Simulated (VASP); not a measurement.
# Ga2BAs3 (Cmc2_1) in VASP: notebook

Ga2BAs3 is run at these levels: PBE; tasks: relaxation of cell and atoms, single point.

Program: VASP 6.6.1. These are calculated values, not measurements. Logs are shortened: lines on timing, memory, paths and dates and some standing lists are left out, and cuts for length are marked.

## 1. The cell of the first run

The structure is orthorhombic, space group Cmc2_1 (No. 36). The conventional cell has a = 11.220 Å, b = 6.480 Å, c = 6.110 Å, α = 90.00°, β = 90.00°, γ = 90.00°. Within 3.1 Å of Ga (site symmetry 1) lie 4 As at 2.31 to 2.48 Å. B (site symmetry m) has 4 As at 2.08 to 2.28 Å within 2.8 Å. Within 2.8 Å of As (site symmetry 1) lie 1 B at 2.08 Å and 3 Ga at 2.31 to 2.40 Å. As (site symmetry m) has 2 B at 2.12 to 2.28 Å and 2 Ga at 2.48 Å within 2.8 Å.

## 2. Relaxation of cell and atoms, PBE

Contents of INCAR:

```
SYSTEM = Ga2BAs3
ALGO = Normal
EDIFF = 1E-7
EDIFFG = -0.08
ENCUT = 600
GGA = PE
IBRION = 2
ISIF = 3
ISMEAR = 0
LASPH = .TRUE.
LCHARG = .FALSE.
LREAL = .FALSE.
LWAVE = .FALSE.
NELM = 100
NSW = 36
PREC = Accurate
SIGMA = 0.2
```

Contents of KPOINTS:

```
k-points
0
G
  3 3 3
  0 0 0
```

Contents of POSCAR:

```
Ga2BAs3
1.0
    5.6100000000     -3.2400000000      0.0000000000
    5.6100000000      3.2400000000      0.0000000000
    0.0000000000      0.0000000000      6.1100000000
Ga B As
4 2 6
Direct
    0.5106000000      0.8300000000      0.5000000000
    0.4894000000      0.1700000000      0.0000000000
    0.1700000000      0.4894000000      0.5000000000
    0.8300000000      0.5106000000      0.0000000000
    0.1703000000      0.8297000000      0.0066000000
    0.8297000000      0.1703000000      0.5066000000
    0.1631000000      0.5277000000      0.1095000000
    0.4723000000      0.8369000000      0.1095000000
    0.8665000000      0.1335000000      0.1351000000
    0.5277000000      0.1631000000      0.6095000000
    0.8369000000      0.4723000000      0.6095000000
    0.1335000000      0.8665000000      0.6351000000
```

Potentials or basis: VASP PAW PBE potentials, release 64 (Ga_d, B, As).

Launch:

```console
> cat potpaw_PBE.64/Ga_d/POTCAR potpaw_PBE.64/B/POTCAR potpaw_PBE.64/As/POTCAR > POTCAR
> mpirun -np 1 vasp_std > vasp.out
```

OUTCAR:

```text
SYSTEM = Ga2BAs3
   EDIFF = 1E-7
   EDIFFG = -0.08
   ENCUT = 600
   GGA = PE
   IBRION = 2
   ISIF = 3
   ISMEAR = 0
   LASPH = .TRUE.
   LREAL = .FALSE.
   NELM = 100
   NSW = 36
   PREC = Accurate

 ion  position               nearest neighbor table
   1  0.511  0.830  0.500-  10 2.31  11 2.32   8 2.40  12 2.48
   2  0.489  0.170  0.000-   8 2.31   7 2.32  10 2.40   9 2.48
   3  0.170  0.489  0.500-  11 2.31  10 2.32   7 2.40  12 2.48
   4  0.830  0.511  0.000-   7 2.31   8 2.32  11 2.40   9 2.48
   5  0.170  0.830  0.007-   7 2.08   8 2.08   9 2.12  12 2.28
   6  0.830  0.170  0.507-  10 2.08  11 2.08  12 2.12   9 2.28
   7  0.163  0.528  0.109-   5 2.08   4 2.31   2 2.32   3 2.40
   8  0.472  0.837  0.109-   5 2.08   2 2.31   4 2.32   1 2.40
   9  0.867  0.133  0.135-   5 2.12   6 2.28   2 2.48   4 2.48
  10  0.528  0.163  0.609-   6 2.08   1 2.31   3 2.32   2 2.40
  11  0.837  0.472  0.609-   6 2.08   3 2.31   1 2.32   4 2.40
  12  0.133  0.867  0.635-   6 2.12   5 2.28   1 2.48   3 2.48

  LATTYP: Found a base centered orthorhombic cell.
 ALAT       =     6.4800000000
 B/A-ratio  =     1.7314814815
 C/A-ratio  =     0.9429012346

  Lattice vectors:

 A1 = (  -5.6100000000,  -3.2400000000,   0.0000000000)
 A2 = (   5.6100000000,  -3.2400000000,   0.0000000000)
 A3 = (   0.0000000000,   0.0000000000,   6.1100000000)

Analysis of symmetry for initial positions (statically):
=====================================================================
 Subroutine PRICEL returns:
 Original cell was already a primitive cell.

 Routine SETGRP: Setting up the symmetry group for a
 base centered orthorhombic supercell.

 Subroutine GETGRP returns: Found  4 space group operations
 (whereof  2 operations were pure point group operations)
 out of a pool of  8 trial point group operations.

The static configuration has the point symmetry C_1h.
 The point group associated with its full space group is C_2v.

Analysis of symmetry for dynamics (positions and initial velocities):
=====================================================================
 Subroutine PRICEL returns:
 Original cell was already a primitive cell.

 Routine SETGRP: Setting up the symmetry group for a
 base centered orthorhombic supercell.

 Subroutine GETGRP returns: Found  4 space group operations
 (whereof  2 operations were pure point group operations)
 out of a pool of  8 trial point group operations.

The dynamic configuration has the point symmetry C_1h.
 The point group associated with its full space group is C_2v.

 Subroutine INISYM returns: Found  4 space group operations
 (whereof  2 operations are pure point group operations),
 and found     1 'primitive' translations

----------------------------------------------------------------------------------------

                                     Primitive cell

  volume of cell :     222.1156

  direct lattice vectors                    reciprocal lattice vectors
     5.610000000 -3.240000000  0.000000000     0.089126560 -0.154320988  0.000000000
     5.610000000  3.240000000  0.000000000     0.089126560  0.154320988  0.000000000
     0.000000000  0.000000000  6.110000000     0.000000000  0.000000000  0.163666121

  length of vectors
     6.478402581  6.478402581  6.110000000     0.178209177  0.178209177  0.163666121

  position of ions in fractional coordinates (direct lattice)
     0.510600000  0.830000000  0.500000000
     0.489400000  0.170000000  0.000000000
     0.170000000  0.489400000  0.500000000
     0.830000000  0.510600000  0.000000000
     0.170300000  0.829700000  0.006600000
     0.829700000  0.170300000  0.506600000
     0.163100000  0.527700000  0.109500000
     0.472300000  0.836900000  0.109500000
     0.866500000  0.133500000  0.135100000
     0.527700000  0.163100000  0.609500000
     0.836900000  0.472300000  0.609500000
     0.133500000  0.866500000  0.635100000

  ion indices of the primitive-cell ions
   primitive index   ion index
                 1           1
                 2           2
                 3           3
                 4           4
                 5           5
                 6           6
                 7           7
                 8           8
                 9           9
                10          10
                11          11
                12          12

----------------------------------------------------------------------------------------

 KPOINTS: k-points

Automatic generation of k-mesh.
 Grid dimensions read from file:
 generate k-points for:    3    3    3

 Generating k-lattice:

  Cartesian coordinates                     Fractional coordinates (reciprocal lattice)
     0.029708853 -0.051440329  0.000000000     0.333333333  0.000000000  0.000000000
     0.029708853  0.051440329  0.000000000     0.000000000  0.333333333  0.000000000
     0.000000000  0.000000000  0.054555374     0.000000000  0.000000000  0.333333333

  Length of vectors
     0.059403059  0.059403059  0.054555374

  Shift w.r.t. Gamma in fractional coordinates (k-lattice)
     0.000000000  0.000000000  0.000000000

 Subroutine IBZKPT returns following result:
 ===========================================

 Found      8 irreducible k-points:

 Following reciprocal coordinates:
            Coordinates               Weight
  0.000000  0.000000  0.000000      1.000000
  0.333333  0.000000  0.000000      4.000000
  0.333333  0.333333  0.000000      2.000000
 -0.333333  0.333333  0.000000      2.000000
  0.000000  0.000000  0.333333      2.000000
  0.333333  0.000000  0.333333      8.000000
  0.333333  0.333333  0.333333      4.000000
 -0.333333  0.333333  0.333333      4.000000
   k-points           NKPTS =      8   k-points in BZ     NKDIM =      8   number of bands    NBANDS=     52
   number of dos      NEDOS =    301   number of ions     NIONS =     12
   total plane-waves  NPLWV = 145800
   dimension x,y,z NGX =    54 NGY =   54 NGZ =   50
   dimension x,y,z NGXF=   108 NGYF=  108 NGZF=  100
   ions per type =               4   2   6
   NGX,Y,Z   is equivalent  to a cutoff of  13.86, 13.86, 13.60 a.u.
   NGXF,Y,Z  is equivalent  to a cutoff of  27.71, 27.71, 27.21 a.u.
 SYSTEM =  Ga2BAs3
   PREC   = accura    normal or accurate (medium, high low for compatibility)
   ISTART =      0    job   : 0-new  1-cont  2-samecut
   ICHARG =      2    charge: 1-file 2-atom 10-const
   ISPIN  =      1    spin polarized calculation?
   LNONCOLLINEAR =      F non collinear calculations
   LSORBIT =      F    spin-orbit coupling
   LASPH  =      T    aspherical Exc in radial PAW
   ENCUT  =  600.0 eV  44.10 Ry    6.64 a.u.  12.94 12.94 12.20*2*pi/ulx,y,z
   NELM   =    100;   NELMIN=  2; NELMDL= -5     # of ELM steps
   EDIFF  = 0.1E-06   stopping-criterion for ELM
   LREAL  =      F    real-space projection
   EDIFFG = -.8E-01   stopping-criterion for IOM
   NSW    =     36    number of steps for IOM
   IBRION =      2    ionic relax: 0-MD 1-quasi-New 2-CG
   NFREE  =      1    steps in history (QN), initial steepest desc. (CG)
   ISIF   =      3    stress and relaxation
   ISYM   =      2    0-nonsym 1-usesym 2-fastsym
   POTIM  = 0.5000    time-step for ionic-motion
   TEBEG  =    0.0;   TEEND  =   0.0 temperature during run
   PSTRESS=    0.0 pullay stress
   NELECT =      88.0000    total number of electrons
   NUPDOWN=      -1.0000    fix difference up-down
   EMIN   =  10.00;   EMAX   =-10.00  energy-range for DOS
   EFERMI =   0.00;   METHOD = LEGACY
   ISMEAR =     0;   SIGMA  =   0.20  broadening in eV -4-tet -1-fermi 0-gaus
   EFERMI_NEDOS =   21; number of points for ismear=-14 and -15
   IALGO  =     38    algorithm
   IMIX   =      4    mixing-type and parameters
     AMIX     =   0.40;   BMIX     =  1.00
     AMIX_MAG =   1.60;   BMIX_MAG =  1.00
  volume/ion in A,a.u.               =      18.51       124.91
  Fermi-wavevector in a.u.,A,eV,Ry     =   1.202383  2.272174 19.670269  1.445724
  Thomas-Fermi vector in A             =   2.338165
   LORBIT       =      0    0 simple, 1 ext, 2 COOP (PROOUT), +10 PAW based schemes
   GGA     = PE    functional components
   LHFCALC =     F    Hartree Fock is set to
   AEXX    =    0.0000 exact exchange contribution
   IVDW    =     0    specifies the selected vdW correction
   LEPSILON=     F    determine dielectric tensor
   LRPA    =     F    only Hartree local field effects (RPA)
 conjugate gradient relaxation of ions
 non-spin polarized calculation
 Gauss-broadening in eV      SIGMA  =   0.20
  energy-cutoff  :      600.00
  volume of cell :      222.12
 maximum number of plane-waves:      7459
 NGX is ok and might be reduce to    54
   NGX = 25   NGY = 25   NGZ = 25

--------------------------------------- Ionic step        1  -------------------------------------------

 number of electron      87.9999985 magnetization

 Free energy of the ion-electron system (eV)
  ---------------------------------------------------
  ext. energy  EPLUGINS =         0.00000000
  ---------------------------------------------------
  free energy    TOTEN  =       -53.71808735 eV

  energy without entropy =      -53.71718143  energy(sigma->0) =      -53.71763439

 E-fermi :   5.6783     XC(G=0): -10.1244

 val. band max:        5.3799703973   @ k =   0.0000   0.0000   0.0000
 cond. band min:       5.9768052268   @ k =   0.0000   0.0000   0.0000
 fundamental gap:      0.5968348295
 Fermi energy:         5.6782762515

 k-point     1 :       0.0000    0.0000    0.0000
  band No.  band energies     occupation
      1     -10.1707      2.00000
      2     -10.1473      2.00000
      3     -10.1334      2.00000
      4     -10.0569      2.00000
      5     -10.0059      2.00000
      6      -9.9988      2.00000
[... 520 lines left out ...]
--------------------------------------- Ionic step        3  -------------------------------------------

 number of electron      88.0000007 magnetization

 E-fermi :   4.4637     XC(G=0):  -9.6827

 val. band max:        4.1834398275   @ k =   0.0000   0.0000   0.0000
 cond. band min:       4.7012096470   @ k =   0.0000   0.0000   0.0000
 fundamental gap:      0.5177698196
 Fermi energy:         4.4636812037

 k-point     1 :       0.0000    0.0000    0.0000
  band No.  band energies     occupation
      1     -10.8447      2.00000
      2     -10.8250      2.00000
      3     -10.8170      2.00000
      4     -10.7865      2.00000
      5     -10.7522      2.00000
      6     -10.7371      2.00000
[... 468 lines left out ...]
  FREE ENERGIE OF THE ION-ELECTRON SYSTEM (eV)
  ---------------------------------------------------
  free  energy   TOTEN  =       -54.5948726896 eV

  energy  without entropy=      -54.5926619413  energy(sigma->0) =      -54.59376732

[... ionic steps 4 to 7 ...]

--------------------------------------- Ionic step        8  -------------------------------------------

 number of electron      88.0000015 magnetization

------------------------ aborting loop because EDIFF is reached ----------------------------------------
[... 87 lines left out ...]
--------------------------------------- Ionic step       10  -------------------------------------------

 number of electron      88.0000007 magnetization

 Free energy of the ion-electron system (eV)
  ---------------------------------------------------
  ext. energy  EPLUGINS =         0.00000000
  ---------------------------------------------------
  free energy    TOTEN  =       -54.91011401 eV

  energy without entropy =      -54.90926184  energy(sigma->0) =      -54.90968792

 E-fermi :   4.7849     XC(G=0):  -9.8035

 val. band max:        4.4573346633   @ k =   0.0000   0.0000   0.0000
 cond. band min:       5.0899887806   @ k =   0.0000   0.0000   0.0000
 fundamental gap:      0.6326541173
 Fermi energy:         4.7849257847

 k-point     1 :       0.0000    0.0000    0.0000
  band No.  band energies     occupation
      1     -10.5853      2.00000
      2     -10.5672      2.00000
      3     -10.5620      2.00000
      4     -10.5506      2.00000
      5     -10.5272      2.00000
      6     -10.4892      2.00000
[... 468 lines left out ...]
  FREE ENERGIE OF THE ION-ELECTRON SYSTEM (eV)
  ---------------------------------------------------
  free  energy   TOTEN  =       -54.9101140093 eV

  energy  without entropy=      -54.9092618355  energy(sigma->0) =      -54.90968792

 reached required accuracy - stopping structural energy minimisation
```

It took 8.8 min on 1 thread of Intel Xeon 6975P-C (Granite Rapids), shared host; peak memory 0.43 GiB.

What came out:

| Quantity | Value |
| --- | --- |
| Free energy | -54.9101 eV |
| Relaxed volume | 19.92 Å³/atom |
| Relaxed cell | a = 6.634 Å, b = 6.634 Å, c = 6.269 Å, α = 90.00°, β = 90.00°, γ = 60.02° |
| Space group after relaxing (to 0.1 Å) | Cmc2_1 (No. 36) |
| Energy gained by relaxing | 99.3 meV/atom |
| Ionic steps | 10 |
| Pressure after relaxing | 0.0 GPa |
| Largest force after relaxing | 0.068 eV/Å |
| Band gap on the k mesh | 0.63 eV |

Forces on the atoms (eV/Å):
```
Ga  -0.018 -0.051 -0.041
Ga   0.018  0.051 -0.041
Ga   0.018 -0.051 -0.041
Ga  -0.018  0.051 -0.041
B    0.000 -0.018  0.014
B    0.000  0.018  0.014
As  -0.006  0.009  0.004
As   0.006  0.009  0.004
As   0.000  0.029  0.059
As  -0.006 -0.009  0.004
As   0.006 -0.009  0.004
As   0.000 -0.029  0.059
```

Stress tensor (GPa, compression positive):
```
 0.04  0.00  0.00
 0.00 -0.06  0.00
 0.00  0.00  0.05
```

Step by step:
| step | energy change (eV) | largest force (eV/Å) | pressure (GPa) | volume (Å³) |
| --- | --- | --- | --- | --- |
| 1 | 0.0000 | 1.4494 | 7.97 | 222.12 |
| 2 | -0.8038 | 0.6435 | -3.71 | 253.02 |
| 3 | -0.8768 | 0.7139 | -1.61 | 245.24 |
| 4 | -1.0764 | 0.5658 | -0.81 | 241.97 |
| 5 | -1.1464 | 0.4373 | 0.20 | 238.58 |
| 6 | -1.1810 | 0.2596 | 0.12 | 238.59 |
| 7 | -1.1810 | 0.2567 | 0.12 | 238.59 |
| 8 | -1.1887 | 0.0988 | -0.06 | 239.18 |
| 9 | -1.1887 | 0.1092 | -0.08 | 239.23 |
| 10 | -1.1920 | 0.0676 | 0.01 | 238.99 |

Final structure:
```yaml
crystal:
  lattice:
    - [5.74435, -3.31810, 0.00000]
    - [5.74435, 3.31810, 0.00000]
    - [0.00000, 0.00000, 6.26932]
  atoms:
    - { symbol: Ga, position: [0.49206, 0.83064, 0.49742] }
    - { symbol: Ga, position: [0.50794, 0.16936, 0.99742] }
    - { symbol: Ga, position: [0.16936, 0.50794, 0.49742] }
    - { symbol: Ga, position: [0.83064, 0.49206, 0.99742] }
    - { symbol: B, position: [0.14963, 0.85037, 0.00082] }
    - { symbol: B, position: [0.85037, 0.14963, 0.50082] }
    - { symbol: As, position: [0.16175, 0.54327, 0.10439] }
    - { symbol: As, position: [0.45673, 0.83825, 0.10439] }
    - { symbol: As, position: [0.86760, 0.13240, 0.15624] }
    - { symbol: As, position: [0.54327, 0.16175, 0.60439] }
    - { symbol: As, position: [0.83825, 0.45673, 0.60439] }
    - { symbol: As, position: [0.13240, 0.86760, 0.65624] }
```

Levels at points of the mesh, in eV from the valence-band top:
```csv
k point,band 42,band 43,band 44,band 45,band 46,band 47
"(0.00, 0.00, 0.00)",-0.23,-0.03,0.00,0.63,1.14,2.05
```

Caveat: an odd mesh through Γ misses points on the zone boundary, where band edges can lie; the relaxation stopped at a loose force limit of 0.08 eV/Å, so its end isn't a converged minimum.

## 3. Single point, PBE

This run uses another cell than the first one, of 19.88 Å³/atom.

Contents of INCAR:

```
PREC = Accurate
ENCUT = 520
EDIFF = 1E-6
ISMEAR = 0
SIGMA = 0.02
LREAL = False
LASPH = True
NELM = 80
ALGO = Normal
ISIF = 2
LWAVE = False
LCHARG = False
GGA = PE
NBANDS = 56
```

Contents of KPOINTS:

```
regular mesh
0
Gamma
  6 6 6
```

Contents of POSCAR:

```
Ga2BAs3
1.0
    5.7429823941     -3.3127720317      0.0000000000
    5.7429823941      3.3127720317      0.0000000000
    0.0000000000      0.0000000000      6.2680683452
Ga B As
4 2 6
Direct
    0.4947000238      0.8267845121      0.9965454111
    0.5052999762      0.1732154879      0.4965454111
    0.1732154879      0.5052999762      0.9965454111
    0.8267845121      0.4947000238      0.4965454111
    0.1482027472      0.8517972528      0.5020602503
    0.8517972528      0.1482027472      0.0020602503
    0.1586702869      0.5456102093      0.6041065786
    0.4543897907      0.8413297131      0.6041065786
    0.8656382219      0.1343617781      0.6573357703
    0.5456102093      0.1586702869      0.1041065786
    0.8413297131      0.4543897907      0.1041065786
    0.1343617781      0.8656382219      0.1573357703
```

Potentials or basis: VASP PAW PBE potentials, release 64 (Ga_d, B, As).

Launch:

```console
> cat potpaw_PBE.64/Ga_d/POTCAR potpaw_PBE.64/B/POTCAR potpaw_PBE.64/As/POTCAR > POTCAR
> mpirun -np 1 vasp_std > vasp.out
```

It took 19 min on 1 thread of Oxide Virtual Turin-like, shared host; peak memory 0.66 GiB.

Results (log left out):

```yaml
Free_energy: -54.9844 eV
Pressure: 0.3 GPa
Largest_force: 0.017 eV/Å
Band_gap_on_the_k_mesh: 0.66 eV
```

Forces in eV/Å, atoms in the order of the input:
```
Ga   0.000 -0.001  0.000
Ga   0.000  0.001  0.000
Ga   0.000 -0.001  0.000
Ga   0.000  0.001  0.000
B    0.000  0.008 -0.012
B    0.000 -0.008 -0.012
As  -0.015 -0.007  0.005
As   0.015 -0.007  0.005
As   0.000  0.010  0.003
As  -0.015  0.007  0.005
As   0.015  0.007  0.005
As   0.000 -0.010  0.003
```

Levels at points of the mesh, in eV from the valence-band top:
```
           k point  band 40  band 41  band 42  band 43  band 44  band 45  band 46  band 47  band 48  band 49
(0.00, 0.00, 0.00)    -1.40    -1.32    -0.23    -0.05     0.00     0.66     1.15     2.04     2.05     2.91
(0.50, 0.00, 0.00)    -1.69    -1.59    -1.41    -1.28    -1.05     0.98     2.16     2.74     2.77     3.02
(0.50, 0.50, 0.00)    -2.13    -1.52    -1.40    -1.23    -0.91     0.99     1.97     2.62     2.96     3.05
(0.00, 0.00, 0.50)    -1.43    -0.87    -0.87    -0.74    -0.74     1.48     1.48     1.93     1.93     2.39
(0.50, 0.00, 0.50)    -2.21    -1.89    -1.89    -1.69    -1.69     1.19     1.19     2.55     2.55     2.87
(0.50, 0.50, 0.50)    -2.13    -2.03    -2.03    -1.73    -1.73     1.34     1.34     2.38     2.38     3.03
```
